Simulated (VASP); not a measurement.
Set up this calculation in VASP 6.6.1, as the native input.

```
Task                   : single point
Functional             : PBEsol
Potentials or basis    : VASP PAW PBE potentials, release 64 (Cd, Se)
Cutoff                 : 520 eV
k mesh                 : 7 × 7 × 4
Occupations            : fermi-dirac, width 0.05 eV
Spin                   : no spin polarisation
Dipole correction      : no
Further INCAR settings : ALGO = Normal; EDIFF = 1e-06; NBANDS = 26
```

The structure of CdSe lies in POSCAR:

```
CdSe
1.0
    4.3565854364      0.0000000000      0.0000000000
   -2.1782927182      3.7729136617      0.0000000000
    0.0000000000      0.0000000000      7.1123790148
Cd Se
2 2
Direct
    0.6666666667      0.3333333333      0.5000000000
    0.3333333333      0.6666666667      0.0000000000
    0.6666666667      0.3333333333      0.8850000000
    0.3333333333      0.6666666667      0.3850000000
```

These files were run (other wordings do the same):

INCAR

```
SYSTEM = CdSe
ALGO = Normal
EDIFF = 1E-6
ENCUT = 520
GGA = PS
ISIF = 2
ISMEAR = -1
LASPH = .True.
LCHARG = .True.
LELF = .True.
LREAL = .False.
LVHAR = .True.
LWAVE = .False.
NBANDS = 26
NELM = 80
PREC = Accurate
SIGMA = 0.05
```

KPOINTS

```
k-points
0
Gamma
  7 7 4
  0 0 0
```

Potentials or basis: VASP PAW PBE potentials, release 64 (Cd, Se).

The run is started by

```sh
$ cat potpaw_PBE.64/Cd/POTCAR potpaw_PBE.64/Se/POTCAR > POTCAR
$ mpirun -np 1 vasp_std > vasp.out
```

It gave:

```yaml
Pressure: -1.4 GPa
Largest_force: 0.236 eV/Å
Band_gap_on_the_k_mesh: 0.50 eV
```

Caveat: semilocal functionals underestimate gaps, and a narrow one can read as zero; the PAW data sets were made with another functional, which shifts forces and pressure a little.

Run time: 100 s on 1 thread of Intel Xeon 8259CL (shared host), peak memory 0.25 GiB.
